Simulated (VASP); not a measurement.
# BiTe (Fm-3m) in VASP: notebook

The runs below take BiTe through single point, with PBE.

All numbers are computed with VASP 6.6.1; they aren't measurements. Logs are shortened: lines on timing, memory, paths and dates and some standing lists are left out, and cuts for length are marked.

## Step 1: The cell of the first run

Symmetry: Fm-3m, No. 225, cubic system. The conventional cell has a = 6.427 Å, b = 6.427 Å, c = 6.427 Å, α = 90.00°, β = 90.00°, γ = 90.00°. Within 4.2 Å of Bi (site symmetry m-3m) lie 6 Te at 3.21 Å. Te (site symmetry m-3m) has 6 Bi at 3.21 Å within 4.2 Å.

## Step 2: Single point, PBE (33.18 Å³/atom)

Input file INCAR:

```
PREC     = Accurate       # precision mode
ENCUT    = 520            # plane-wave cutoff, eV
EDIFF    = 1E-6           # SCF threshold, eV
ISMEAR   = -1             # smearing method
SIGMA    = 0.05           # smearing width, eV
LREAL    = F              # projectors in reciprocal space
LASPH    = T              # aspherical terms in the spheres
NELM     = 60             # most SCF steps
ALGO     = Normal         # electronic algorithm
ISIF     = 2              # what is computed and relaxed
LWAVE    = F              # write WAVECAR
LCHARG   = T              # write CHGCAR
GGA      = PE             # functional
LELF     = T              # ELF
LVHAR    = T            
NBANDS   = 18             # bands
```

Input file KPOINTS:

```
regular mesh
0
Gamma
  7 7 7
```

Input file POSCAR:

```
BiTe
1.0
    0.0000000000      3.2132879364      3.2132879364
    3.2132879364      0.0000000000      3.2132879364
    3.2132879364      3.2132879364      0.0000000000
Bi Te
1 1
Direct
    0.0000000000      0.0000000000      0.0000000000
    0.5000000000      0.5000000000      0.5000000000
```

Potentials or basis: VASP PAW PBE potentials, release 64 (Bi_d, Te).

Run with:

```console
$ cat potpaw_PBE.64/Bi_d/POTCAR potpaw_PBE.64/Te/POTCAR > POTCAR
$ mpirun -np 1 vasp_std > vasp.out
```

OUTCAR:

```text
PREC = Accurate
   ENCUT = 520
   EDIFF = 1E-6
   ISMEAR = -1
   LREAL = F
   LASPH = T
   NELM = 60
   ISIF = 2
   GGA = PE

 ion  position               nearest neighbor table
   1  0.000  0.000  0.000-   2 3.21   2 3.21   2 3.21   2 3.21   2 3.21   2 3.21
   2  0.500  0.500  0.500-   1 3.21   1 3.21   1 3.21   1 3.21   1 3.21   1 3.21

  LATTYP: Found a face centered cubic cell.
 ALAT       =     6.4265758728

  Lattice vectors:

 A1 = (   0.0000000000,   3.2132879364,   3.2132879364)
 A2 = (   3.2132879364,   0.0000000000,   3.2132879364)
 A3 = (   3.2132879364,   3.2132879364,   0.0000000000)

Analysis of symmetry for initial positions (statically):
=====================================================================
 Subroutine PRICEL returns:
 Original cell was already a primitive cell.

 Routine SETGRP: Setting up the symmetry group for a
 face centered cubic supercell.

 Subroutine GETGRP returns: Found 48 space group operations
 (whereof 48 operations were pure point group operations)
 out of a pool of 48 trial point group operations.

The static configuration has the point symmetry O_h .

Analysis of symmetry for dynamics (positions and initial velocities):
=====================================================================
 Subroutine PRICEL returns:
 Original cell was already a primitive cell.

 Routine SETGRP: Setting up the symmetry group for a
 face centered cubic supercell.

 Subroutine GETGRP returns: Found 48 space group operations
 (whereof 48 operations were pure point group operations)
 out of a pool of 48 trial point group operations.

The dynamic configuration has the point symmetry O_h .

 Subroutine INISYM returns: Found 48 space group operations
 (whereof 48 operations are pure point group operations),
 and found     1 'primitive' translations

----------------------------------------------------------------------------------------

                                     Primitive cell

  volume of cell :      66.3558

  direct lattice vectors                    reciprocal lattice vectors
     0.000000000  3.213287936  3.213287936    -0.155603858  0.155603858  0.155603858
     3.213287936  0.000000000  3.213287936     0.155603858 -0.155603858  0.155603858
     3.213287936  3.213287936  0.000000000     0.155603858  0.155603858 -0.155603858

  length of vectors
     4.544275379  4.544275379  4.544275379     0.269513788  0.269513788  0.269513788

  position of ions in fractional coordinates (direct lattice)
     0.000000000  0.000000000  0.000000000
     0.500000000  0.500000000  0.500000000

  ion indices of the primitive-cell ions
   primitive index   ion index
                 1           1
                 2           2

----------------------------------------------------------------------------------------

 KPOINTS: regular mesh

Automatic generation of k-mesh.
 Grid dimensions read from file:
 generate k-points for:    7    7    7

 Generating k-lattice:

  Cartesian coordinates                     Fractional coordinates (reciprocal lattice)
    -0.022229123  0.022229123  0.022229123     0.142857143  0.000000000  0.000000000
     0.022229123 -0.022229123  0.022229123     0.000000000  0.142857143  0.000000000
     0.022229123  0.022229123 -0.022229123     0.000000000  0.000000000  0.142857143

  Length of vectors
     0.038501970  0.038501970  0.038501970

  Shift w.r.t. Gamma in fractional coordinates (k-lattice)
     0.000000000  0.000000000  0.000000000

 Subroutine IBZKPT returns following result:
 ===========================================

 Found     20 irreducible k-points:

 Following reciprocal coordinates:
            Coordinates               Weight
  0.000000  0.000000  0.000000      1.000000
  0.142857  0.000000  0.000000      8.000000
  0.285714  0.000000  0.000000      8.000000
  0.428571  0.000000  0.000000      8.000000
  0.142857  0.142857  0.000000      6.000000
  0.285714  0.142857  0.000000     24.000000
[... 12 lines left out ...]
 -0.428571  0.428571  0.142857     24.000000
 -0.285714  0.428571  0.142857     24.000000
   k-points           NKPTS =     20   k-points in BZ     NKDIM =     20   number of bands    NBANDS=     18
   number of dos      NEDOS =    301   number of ions     NIONS =      2
   total plane-waves  NPLWV =  46656
   dimension x,y,z NGX =    36 NGY =   36 NGZ =   36
   dimension x,y,z NGXF=    72 NGYF=   72 NGZF=   72
   ions per type =               1   1
   NGX,Y,Z   is equivalent  to a cutoff of  13.17, 13.17, 13.17 a.u.
   NGXF,Y,Z  is equivalent  to a cutoff of  26.34, 26.34, 26.34 a.u.
 SYSTEM =  unknown system
   PREC   = accura    normal or accurate (medium, high low for compatibility)
   ISTART =      0    job   : 0-new  1-cont  2-samecut
   ICHARG =      2    charge: 1-file 2-atom 10-const
   ISPIN  =      1    spin polarized calculation?
   LNONCOLLINEAR =      F non collinear calculations
   LSORBIT =      F    spin-orbit coupling
   LASPH  =      T    aspherical Exc in radial PAW
   ENCUT  =  520.0 eV  38.22 Ry    6.18 a.u.   8.45  8.45  8.45*2*pi/ulx,y,z
   NELM   =     60;   NELMIN=  2; NELMDL= -5     # of ELM steps
   EDIFF  = 0.1E-05   stopping-criterion for ELM
   LREAL  =      F    real-space projection
   EDIFFG = 0.1E-04   stopping-criterion for IOM
   NSW    =      0    number of steps for IOM
   IBRION =     -1    ionic relax: 0-MD 1-quasi-New 2-CG
   NFREE  =      0    steps in history (QN), initial steepest desc. (CG)
   ISIF   =      2    stress and relaxation
   ISYM   =      2    0-nonsym 1-usesym 2-fastsym
   POTIM  = 0.5000    time-step for ionic-motion
   TEBEG  =    0.0;   TEEND  =   0.0 temperature during run
   PSTRESS=    0.0 pullay stress
   NELECT =      21.0000    total number of electrons
   NUPDOWN=      -1.0000    fix difference up-down
   EMIN   =  10.00;   EMAX   =-10.00  energy-range for DOS
   EFERMI =   0.00;   METHOD = LEGACY
   ISMEAR =    -1;   SIGMA  =   0.05  broadening in eV -4-tet -1-fermi 0-gaus
   EFERMI_NEDOS =   21; number of points for ismear=-14 and -15
   IALGO  =     38    algorithm
   IMIX   =      4    mixing-type and parameters
     AMIX     =   0.40;   BMIX     =  1.00
     AMIX_MAG =   1.60;   BMIX_MAG =  1.00
  volume/ion in A,a.u.               =      33.18       223.90
  Fermi-wavevector in a.u.,A,eV,Ry     =   1.115634  2.108242 16.934335  1.244639
  Thomas-Fermi vector in A             =   2.252240
   LORBIT       =      0    0 simple, 1 ext, 2 COOP (PROOUT), +10 PAW based schemes
   GGA     = PE    functional components
   LHFCALC =     F    Hartree Fock is set to
   AEXX    =    0.0000 exact exchange contribution
   IVDW    =     0    specifies the selected vdW correction
   LEPSILON=     F    determine dielectric tensor
   LRPA    =     F    only Hartree local field effects (RPA)
 non-spin polarized calculation
  energy-cutoff  :      520.00
  volume of cell :       66.36
 maximum number of plane-waves:      1808
 NGX is ok and might be reduce to    36
   NGX = 17   NGY = 17   NGZ = 17

 number of electron      21.0000004 magnetization

 Free energy of the ion-electron system (eV)
  ---------------------------------------------------
  ext. energy  EPLUGINS =         0.00000000
  ---------------------------------------------------
  free energy    TOTEN  =        -7.14551958 eV

  energy without entropy =       -7.12410269  energy(sigma->0) =       -7.13481113

 E-fermi :   6.9438     XC(G=0):  -9.5220

 val. band max:        6.9411279806   @ k =  -0.4286   0.1429   0.0000
 cond. band min:       6.9606440867   @ k =   0.1429   0.1429   0.0000
 fundamental gap:      0.0195161061
 Fermi energy:         6.9437525022

 k-point     1 :       0.0000    0.0000    0.0000
  band No.  band energies     occupation
      1     -16.2598      2.00000
      2     -16.2598      2.00000
      3     -16.2561      2.00000
      4     -16.2561      2.00000
      5     -16.2561      2.00000
      6      -6.7625      2.00000
[... 10 lines left out ...]
     17      13.1155      0.00000
     18      13.4051      0.00000

 k-point     2 :       0.1429    0.0000    0.0000
  band No.  band energies     occupation
      1     -16.2606      2.00000
      2     -16.2606      2.00000
      3     -16.2557      2.00000
      4     -16.2548      2.00000
      5     -16.2548      2.00000
      6      -6.5756      2.00000
[... 10 lines left out ...]
     17      14.2630      0.00000
     18      14.5729      0.00000

 k-point     3 :       0.2857    0.0000    0.0000
  band No.  band energies     occupation
      1     -16.2628      2.00000
      2     -16.2628      2.00000
      3     -16.2549      2.00000
      4     -16.2516      2.00000
      5     -16.2516      2.00000
      6      -6.0251      2.00000
[... 10 lines left out ...]
     17      16.2574      0.00000
     18      16.7225      0.00000

 k-point     4 :       0.4286    0.0000    0.0000
  band No.  band energies     occupation
      1     -16.2647      2.00000
      2     -16.2647      2.00000
      3     -16.2542      2.00000
      4     -16.2488      2.00000
      5     -16.2488      2.00000
      6      -5.1548      2.00000
[... 291 lines left out ...]
      4     -16.2502      2.00000
      5     -16.2471      2.00000
      6      -4.8431      2.00000
[... 10 lines left out ...]
     17      16.0458      0.00000
     18      17.4191      0.00000

 k-point    19 :      -0.4286    0.4286    0.1429
  band No.  band energies     occupation
      1     -16.2721      2.00000
      2     -16.2577      2.00000
      3     -16.2570      2.00000
      4     -16.2478      2.00000
      5     -16.2452      2.00000
      6      -4.8422      2.00000
[... 10 lines left out ...]
     17      16.8518      0.00000
     18      17.3371      0.00000

 k-point    20 :      -0.2857    0.4286    0.1429
  band No.  band energies     occupation
      1     -16.2702      2.00000
      2     -16.2597      2.00000
      3     -16.2537      2.00000
      4     -16.2507      2.00000
      5     -16.2453      2.00000
      6      -4.4259      2.00000
[... 10 lines left out ...]
     17      16.3640      0.00000
     18      17.2406      0.00000

------------------------ aborting loop because EDIFF is reached ----------------------------------------

  FORCE on cell =-STRESS in cart. coord.  units (eV):
  Direction    XX          YY          ZZ          XY          YZ          ZX
  --------------------------------------------------------------------------------------
  -------------------------------------------------------------------------------------
  Total        0.7895886      0.7895886      0.7895886      0.0000000      0.0000000     -0.0000000
  in kB       19.0648128     19.0648128     19.0648128      0.0000000      0.0000000     -0.0000000
  external PRESSURE =      19.0648128 kB  Pullay stress =       0.0000000 kB

 VOLUME and BASIS-vectors are now :
 -----------------------------------------------------------------------------
  energy-cutoff  :      520.00
  volume of cell :       66.36
      direct lattice vectors                 reciprocal lattice vectors
     0.000000000  3.213287936  3.213287936    -0.155603858  0.155603858  0.155603858
     3.213287936  0.000000000  3.213287936     0.155603858 -0.155603858  0.155603858
     3.213287936  3.213287936  0.000000000     0.155603858  0.155603858 -0.155603858

 POSITION                                       TOTAL-FORCE (eV/Angst)
 -----------------------------------------------------------------------------------
      0.00000      0.00000      0.00000        -0.000000     -0.000000     -0.000000
      3.21329      3.21329      3.21329         0.000000      0.000000      0.000000
 -----------------------------------------------------------------------------------
    total drift:                               -0.000000      0.000000      0.000000

  FREE ENERGIE OF THE ION-ELECTRON SYSTEM (eV)
  ---------------------------------------------------
  free  energy   TOTEN  =        -7.1455195770 eV

  energy  without entropy=       -7.1241026900  energy(sigma->0) =       -7.13481113
```

Wall time 29 s (1 thread of Intel Xeon 8259CL, shared host); peak memory 0.21 GiB.

Results:

```
Free energy            : -7.1455 eV
Pressure               : 1.9 GPa
Band gap on the k mesh : zero (an odd number of electrons rules out a gap without spin polarisation)
```

Levels at points of the mesh, in eV from the Fermi level:
```csv
k point,band 8,band 9,band 10,band 11,band 12,band 13
"(0.00, 0.00, 0.00)",-2.64,-2.64,-2.64,2.15,2.15,2.15
```

Caveat: spin-orbit coupling is left out, which moves the levels of the heavy elements.

## Step 3: Single point, PBE (34.53 Å³/atom)

This run uses another cell than the first one, of 34.53 Å³/atom.

Input file INCAR:

```
ALGO = Normal
EDIFF = 1E-7
ENCUT = 520
GGA = PE
ISIF = 2
ISMEAR = -1
LASPH = True
LCHARG = False
LREAL = False
LWAVE = False
NBANDS = 18
NELM = 60
PREC = Accurate
SIGMA = 0.05
```

Input file KPOINTS:

```
k-points
0
Gamma
  7 7 7
```

Input file POSCAR:

```
BiTe
1.0
    0.0000000000      3.2564244654      3.2564244654
    3.2564244654      0.0000000000      3.2564244654
    3.2564244654      3.2564244654      0.0000000000
Bi Te
1 1
Direct
    0.0000000000      0.0000000000      0.0000000000
    0.5000000000      0.5000000000      0.5000000000
```

Potentials or basis: VASP PAW PBE potentials, release 64 (Bi_d, Te).

Run with:

```console
$ cat potpaw_PBE.64/Bi_d/POTCAR potpaw_PBE.64/Te/POTCAR > POTCAR
$ mpirun -np 1 vasp_std > vasp.out
```

Run time: 37 s. Hardware: 1 thread of Intel Xeon 8259CL, shared host; peak memory 0.21 GiB.

It converged, with:

* Free energy: -7.1611 eV
* Pressure: -0.1 GPa
* Band gap on the k mesh: zero (an odd number of electrons rules out a gap without spin polarisation)

Levels at points of the mesh, in eV from the Fermi level:
| k point | band 8 | band 9 | band 10 | band 11 | band 12 | band 13 |
| --- | --- | --- | --- | --- | --- | --- |
| (0.00, 0.00, 0.00) | -2.52 | -2.52 | -2.52 | 2.08 | 2.08 | 2.08 |

Caveat: spin-orbit coupling is left out, which moves the levels of the heavy elements.
